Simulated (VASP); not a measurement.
# TiO2 (I4_1/amd) in VASP: further runs

TiO2 is run at these levels: PBE; tasks: single point.

Program: VASP 6.6.1. These are calculated values, not measurements. Logs are shortened: lines on timing, memory, paths and dates and some standing lists are left out, and cuts for length are marked.

**1. The cell of the first run**

Symmetry: I4_1/amd, No. 141, tetragonal system. The conventional cell has a = 3.784 Å, b = 3.784 Å, c = 9.419 Å, α = 90.00°, β = 90.00°, γ = 90.00°. Ti (site symmetry -4m2) has 6 O at 1.93 to 1.96 Å within 2.6 Å. Within 2.6 Å of O (site symmetry 2mm) lie 3 Ti at 1.93 to 1.96 Å and 2 O at 2.46 Å.

**2. Single point, PBE**

INCAR

```
PREC = Accurate
ENCUT = 520
EDIFF = 1E-6
ISMEAR = -1
SIGMA = 0.05
LREAL = F
LASPH = T
NELM = 60
ALGO = Normal
ISIF = 2
LWAVE = F
LCHARG = F
GGA = PE
NBANDS = 33
```

KPOINTS

```
Automatic mesh
0
Gamma
  8 8 8
```

POSCAR

```
TiO2
1.0
   -1.8921000000      1.8921000000      4.7097270000
    1.8921000000     -1.8921000000      4.7097270000
    1.8921000000      1.8921000000     -4.7097270000
Ti O
2 4
Direct
    0.0000000000      0.0000000000      0.0000000000
    0.7500000000      0.2500000000      0.5000000000
    0.2081000000      0.2081000000      0.0000000000
    0.9581000000      0.4581000000      0.5000000000
    0.5419000000      0.0419000000      0.5000000000
    0.7919000000      0.7919000000      0.0000000000
```

Potentials or basis: VASP PAW PBE potentials, release 64 (Ti_sv, O).

The run is started by

```sh
$ cat potpaw_PBE.64/Ti_sv/POTCAR potpaw_PBE.64/O/POTCAR > POTCAR
$ mpirun -np 1 vasp_std > vasp.out
```

OUTCAR:

```text
PREC = Accurate
   ENCUT = 520
   EDIFF = 1E-6
   ISMEAR = -1
   LREAL = F
   LASPH = T
   NELM = 60
   ISIF = 2
   GGA = PE

 ion  position               nearest neighbor table
   1  0.000  0.000  0.000-   5 1.93   4 1.93   5 1.93   4 1.93   3 1.96   6 1.96
   2  0.750  0.250  0.500-   6 1.93   3 1.93   6 1.93   3 1.93   4 1.96   5 1.96
   3  0.208  0.208  0.000-   2 1.93   2 1.93   1 1.96
   4  0.958  0.458  0.500-   1 1.93   1 1.93   2 1.96
   5  0.542  0.042  0.500-   1 1.93   1 1.93   2 1.96
   6  0.792  0.792  0.000-   2 1.93   2 1.93   1 1.96

  LATTYP: Found a body centered tetragonal cell.
 ALAT       =     3.7842000000
 C/A-ratio  =     2.4891533217

  Lattice vectors:

 A1 = (  -1.8921000000,   1.8921000000,   4.7097270000)
 A2 = (   1.8921000000,  -1.8921000000,   4.7097270000)
 A3 = (   1.8921000000,   1.8921000000,  -4.7097270000)

Analysis of symmetry for initial positions (statically):
=====================================================================
 Subroutine PRICEL returns:
 Original cell was already a primitive cell.

 Routine SETGRP: Setting up the symmetry group for a
 body centered tetragonal supercell.

 Subroutine GETGRP returns: Found 16 space group operations
 (whereof  8 operations were pure point group operations)
 out of a pool of 16 trial point group operations.

The static configuration has the point symmetry D_2d.
 The point group associated with its full space group is D_4h.

Analysis of symmetry for dynamics (positions and initial velocities):
=====================================================================
 Subroutine PRICEL returns:
 Original cell was already a primitive cell.

 Routine SETGRP: Setting up the symmetry group for a
 body centered tetragonal supercell.

 Subroutine GETGRP returns: Found 16 space group operations
 (whereof  8 operations were pure point group operations)
 out of a pool of 16 trial point group operations.

The dynamic configuration has the point symmetry D_2d.
 The point group associated with its full space group is D_4h.

 Subroutine INISYM returns: Found 16 space group operations
 (whereof  8 operations are pure point group operations),
 and found     1 'primitive' translations

----------------------------------------------------------------------------------------

                                     Primitive cell

  volume of cell :      67.4441

  direct lattice vectors                    reciprocal lattice vectors
    -1.892100000  1.892100000  4.709727000     0.000000000  0.264256646  0.106163266
     1.892100000 -1.892100000  4.709727000     0.264256646  0.000000000  0.106163266
     1.892100000  1.892100000 -4.709727000     0.264256646  0.264256646  0.000000000

  length of vectors
     5.416789938  5.416789938  5.416789938     0.284784505  0.284784505  0.373715333

  position of ions in fractional coordinates (direct lattice)
     0.000000000  0.000000000  0.000000000
     0.750000000  0.250000000  0.500000000
     0.208100000  0.208100000  0.000000000
     0.958100000  0.458100000  0.500000000
     0.541900000  0.041900000  0.500000000
     0.791900000  0.791900000  0.000000000

  ion indices of the primitive-cell ions
   primitive index   ion index
                 1           1
                 2           2
                 3           3
                 4           4
                 5           5
                 6           6

----------------------------------------------------------------------------------------

 KPOINTS: Automatic mesh

Automatic generation of k-mesh.
 Grid dimensions read from file:
 generate k-points for:    8    8    8

 Generating k-lattice:

  Cartesian coordinates                     Fractional coordinates (reciprocal lattice)
     0.000000000  0.033032081  0.013270408     0.125000000  0.000000000 -0.000000000
     0.033032081  0.000000000  0.013270408     0.000000000  0.125000000 -0.000000000
     0.033032081  0.033032081  0.000000000     0.000000000  0.000000000  0.125000000

  Length of vectors
     0.035598063  0.035598063  0.046714417

  Shift w.r.t. Gamma in fractional coordinates (k-lattice)
     0.000000000  0.000000000  0.000000000

 Subroutine IBZKPT returns following result:
 ===========================================

 Found     59 irreducible k-points:

 Following reciprocal coordinates:
            Coordinates               Weight
  0.000000  0.000000  0.000000      1.000000
  0.125000  0.000000 -0.000000      8.000000
  0.250000  0.000000 -0.000000      8.000000
  0.375000  0.000000  0.000000      8.000000
  0.500000  0.000000 -0.000000      4.000000
  0.125000  0.125000 -0.000000      8.000000
[... 16 lines left out ...]
  0.250000  0.125000  0.125000     16.000000
  0.375000  0.125000  0.125000      8.000000
 [... further k-points ...]
   k-points           NKPTS =     59   k-points in BZ     NKDIM =     59   number of bands    NBANDS=     33
   number of dos      NEDOS =    301   number of ions     NIONS =      6
   total plane-waves  NPLWV =  64000
   dimension x,y,z NGX =    40 NGY =   40 NGZ =   40
   dimension x,y,z NGXF=    80 NGYF=   80 NGZF=   80
   ions per type =               2   4
   NGX,Y,Z   is equivalent  to a cutoff of  12.28, 12.28, 12.28 a.u.
   NGXF,Y,Z  is equivalent  to a cutoff of  24.55, 24.55, 24.55 a.u.
 SYSTEM =  unknown system
   PREC   = accura    normal or accurate (medium, high low for compatibility)
   ISTART =      0    job   : 0-new  1-cont  2-samecut
   ICHARG =      2    charge: 1-file 2-atom 10-const
   ISPIN  =      1    spin polarized calculation?
   LNONCOLLINEAR =      F non collinear calculations
   LSORBIT =      F    spin-orbit coupling
   LASPH  =      T    aspherical Exc in radial PAW
   ENCUT  =  520.0 eV  38.22 Ry    6.18 a.u.  10.07 10.07 10.07*2*pi/ulx,y,z
   NELM   =     60;   NELMIN=  2; NELMDL= -5     # of ELM steps
   EDIFF  = 0.1E-05   stopping-criterion for ELM
   LREAL  =      F    real-space projection
   EDIFFG = 0.1E-04   stopping-criterion for IOM
   NSW    =      0    number of steps for IOM
   IBRION =     -1    ionic relax: 0-MD 1-quasi-New 2-CG
   NFREE  =      0    steps in history (QN), initial steepest desc. (CG)
   ISIF   =      2    stress and relaxation
   ISYM   =      2    0-nonsym 1-usesym 2-fastsym
   POTIM  = 0.5000    time-step for ionic-motion
   TEBEG  =    0.0;   TEEND  =   0.0 temperature during run
   PSTRESS=    0.0 pullay stress
   NELECT =      48.0000    total number of electrons
   NUPDOWN=      -1.0000    fix difference up-down
   EMIN   =  10.00;   EMAX   =-10.00  energy-range for DOS
   EFERMI =   0.00;   METHOD = LEGACY
   ISMEAR =    -1;   SIGMA  =   0.05  broadening in eV -4-tet -1-fermi 0-gaus
   EFERMI_NEDOS =   21; number of points for ismear=-14 and -15
   IALGO  =     38    algorithm
   IMIX   =      4    mixing-type and parameters
     AMIX     =   0.40;   BMIX     =  1.00
     AMIX_MAG =   1.60;   BMIX_MAG =  1.00
  volume/ion in A,a.u.               =      11.24        75.86
  Fermi-wavevector in a.u.,A,eV,Ry     =   1.461641  2.762100 29.067397  2.136393
  Thomas-Fermi vector in A             =   2.577948
   LORBIT       =      0    0 simple, 1 ext, 2 COOP (PROOUT), +10 PAW based schemes
   GGA     = PE    functional components
   LHFCALC =     F    Hartree Fock is set to
   AEXX    =    0.0000 exact exchange contribution
   IVDW    =     0    specifies the selected vdW correction
   LEPSILON=     F    determine dielectric tensor
   LRPA    =     F    only Hartree local field effects (RPA)
 non-spin polarized calculation
  energy-cutoff  :      520.00
  volume of cell :       67.44
 maximum number of plane-waves:      1826
   NGX = 21   NGY = 21   NGZ = 21

 number of electron      47.9999990 magnetization

 Free energy of the ion-electron system (eV)
  ---------------------------------------------------
  ext. energy  EPLUGINS =         0.00000000
  ---------------------------------------------------
  free energy    TOTEN  =       -53.78653667 eV

  energy without entropy =      -53.78653667  energy(sigma->0) =      -53.78653667

 E-fermi :   4.6416     XC(G=0): -10.7873

 val. band max:        3.4369391773   @ k =   0.5000   0.5000  -0.0000
 cond. band min:       5.5925249471   @ k =   0.0000   0.0000   0.0000
 fundamental gap:      2.1555857699
 Fermi energy:         4.6416358677

 k-point     1 :       0.0000    0.0000    0.0000
  band No.  band energies     occupation
      1     -52.8680      2.00000
      2     -52.8023      2.00000
      3     -29.3581      2.00000
      4     -29.0999      2.00000
      5     -29.0999      2.00000
      6     -29.0219      2.00000
[... 25 lines left out ...]
     32       8.8255      0.00000
     33       8.9658      0.00000

 k-point     2 :       0.1250    0.0000   -0.0000
  band No.  band energies     occupation
      1     -52.8659      2.00000
      2     -52.8038      2.00000
      3     -29.3536      2.00000
      4     -29.1209      2.00000
      5     -29.1015      2.00000
      6     -29.0298      2.00000
[... 25 lines left out ...]
     32       8.9888      0.00000
     33       9.2888      0.00000

 k-point     3 :       0.2500    0.0000   -0.0000
  band No.  band energies     occupation
      1     -52.8600      2.00000
      2     -52.8080      2.00000
      3     -29.3428      2.00000
      4     -29.1689      2.00000
      5     -29.1050      2.00000
      6     -29.0459      2.00000
[... 25 lines left out ...]
     32       9.3373      0.00000
     33       9.8078      0.00000

 k-point     4 :       0.3750    0.0000    0.0000
  band No.  band energies     occupation
      1     -52.8530      2.00000
      2     -52.8135      2.00000
      3     -29.3315      2.00000
      4     -29.2167      2.00000
      5     -29.1081      2.00000
      6     -29.0560      2.00000
[... 673 lines left out ...]
     32      10.1785      0.00000
     33      10.4907      0.00000

 k-point    23 :       0.2500    0.1250    0.1250
  band No.  band energies     occupation
      1     -52.8473      2.00000
      2     -52.8169      2.00000
      3     -29.3312      2.00000
      4     -29.2419      2.00000
      5     -29.1413      2.00000
      6     -29.0921      2.00000
[... 25 lines left out ...]
     32      10.2959      0.00000
     33      10.7418      0.00000

 k-point    24 :       0.3750    0.1250    0.1250
  band No.  band energies     occupation
      1     -52.8434      2.00000
      2     -52.8202      2.00000
      3     -29.3252      2.00000
      4     -29.2617      2.00000
      5     -29.1431      2.00000
      6     -29.0985      2.00000
[... 25 lines left out ...]
     32      10.3119      0.00000
     33      10.7733      0.00000

 [... further k-points ...]

------------------------ aborting loop because EDIFF is reached ----------------------------------------

  FORCE on cell =-STRESS in cart. coord.  units (eV):
  Direction    XX          YY          ZZ          XY          YZ          ZX
  --------------------------------------------------------------------------------------
  -------------------------------------------------------------------------------------
  Total        2.9235676      2.9235676      4.7526381      0.0000000      0.0000000      0.0000000
  in kB       69.4512121     69.4512121    112.9019458      0.0000000      0.0000000      0.0000000
  external PRESSURE =      83.9347900 kB  Pullay stress =       0.0000000 kB

 VOLUME and BASIS-vectors are now :
 -----------------------------------------------------------------------------
  energy-cutoff  :      520.00
  volume of cell :       67.44
      direct lattice vectors                 reciprocal lattice vectors
    -1.892100000  1.892100000  4.709727000     0.000000000  0.264256646  0.106163266
     1.892100000 -1.892100000  4.709727000     0.264256646  0.000000000  0.106163266
     1.892100000  1.892100000 -4.709727000     0.264256646  0.264256646  0.000000000

 POSITION                                       TOTAL-FORCE (eV/Angst)
 -----------------------------------------------------------------------------------
      0.00000      0.00000      0.00000        -0.000000     -0.000000     -0.000000
      0.00000      1.89210      2.35486        -0.000000     -0.000000     -0.000000
      0.00000      0.00000      1.96019        -0.000000      0.000000      0.331675
      0.00000      1.89210      4.31505         0.000000     -0.000000      0.331675
      0.00000      1.89210      0.39468         0.000000     -0.000000     -0.331675
      0.00000      0.00000      7.45927        -0.000000      0.000000     -0.331675
 -----------------------------------------------------------------------------------
    total drift:                                0.000000      0.000000     -0.000000

  FREE ENERGIE OF THE ION-ELECTRON SYSTEM (eV)
  ---------------------------------------------------
  free  energy   TOTEN  =       -53.7865366740 eV

  energy  without entropy=      -53.7865366739  energy(sigma->0) =      -53.78653667
```

It took 4.3 min on 1 thread of Intel Xeon Platinum 8488C (Sapphire Rapids), shared host; peak memory 0.29 GiB.

What came out:

* Free energy: -53.7865 eV
* Pressure: 8.4 GPa
* Largest force: 0.332 eV/Å
* Band gap on the k mesh: 2.16 eV (least direct gap 2.45 eV)

Forces in eV/Å, atoms in the order of the input:
```
Ti   0.000  0.000  0.000
Ti   0.000  0.000  0.000
O    0.000  0.000  0.332
O    0.000  0.000  0.332
O    0.000  0.000 -0.332
O    0.000  0.000 -0.332
```

Stress tensor (GPa, compression positive):
```
 6.95  0.00  0.00
 0.00  6.95  0.00
 0.00  0.00 11.29
```

Caveat: the cell stands under pressure. A k mesh can miss the band edges.

**3. Single point, PBE**

This run uses another cell than the first one, of 11.30 Å³/atom.

INCAR

```
SYSTEM = TiO2
  ALGO = Normal
  EDIFF = 1E-6
  ENCUT = 520
  GGA = PE
  ISIF = 2
  ISMEAR = -1
  LASPH = .True.
  LCHARG = .False.
  LREAL = .False.
  LWAVE = .False.
  NBANDS = 33
  NELM = 60
  PREC = Accurate
  SIGMA = 0.05
```

KPOINTS

```
k-points
0
Gamma
  8 8 8
  0 0 0
```

POSCAR, as its differences from that of step 2:

```diff
@@ -2,5 +2,5 @@
 1.0
-   -1.8921000000      1.8921000000      4.7097270000
-    1.8921000000     -1.8921000000      4.7097270000
-    1.8921000000      1.8921000000     -4.7097270000
+   -1.8921000000      1.8921000000      4.7335135000
+    1.8921000000     -1.8921000000      4.7335135000
+    1.8921000000      1.8921000000     -4.7335135000
 Ti O
```

Potentials or basis: VASP PAW PBE potentials, release 64 (Ti_sv, O).

The run is started by

```sh
$ cat potpaw_PBE.64/Ti_sv/POTCAR potpaw_PBE.64/O/POTCAR > POTCAR
$ mpirun -np 1 vasp_std > vasp.out
```

Wall time 4.6 min (1 thread of Intel Xeon Platinum 8488C (Sapphire Rapids), shared host); peak memory 0.29 GiB.

Results (log left out):

```yaml
Free_energy: -53.8086 eV
Pressure: 7.1 GPa
Largest_force: 0.225 eV/Å
Band_gap_on_the_k_mesh: 2.15 eV (least direct gap 2.44 eV)
```

Forces on the atoms (eV/Å):
```
Ti   0.000  0.000  0.000
Ti   0.000  0.000  0.000
O    0.000  0.000  0.225
O    0.000  0.000  0.225
O    0.000  0.000 -0.225
O    0.000  0.000 -0.225
```

Stress tensor (GPa, compression positive):
```
6.19 0.00 0.00
0.00 6.19 0.00
0.00 0.00 8.99
```

Levels at points of the mesh, in eV from the valence-band top:
| k point | band 22 | band 23 | band 24 | band 25 | band 26 | band 27 |
| --- | --- | --- | --- | --- | --- | --- |
| (0.00, 0.00, 0.00) | -0.70 | -0.43 | -0.43 | 2.15 | 2.91 | 4.05 |
| (0.50, 0.00, 0.00) | -0.92 | -0.78 | -0.59 | 3.28 | 3.61 | 3.63 |
| (0.50, 0.50, 0.00) | -2.02 | 0.00 | 0.00 | 3.41 | 3.41 | 3.89 |
| (0.50, 0.50, 0.50) | -1.21 | -0.08 | -0.08 | 2.52 | 2.52 | 3.83 |

Caveat: the cell stands under pressure.
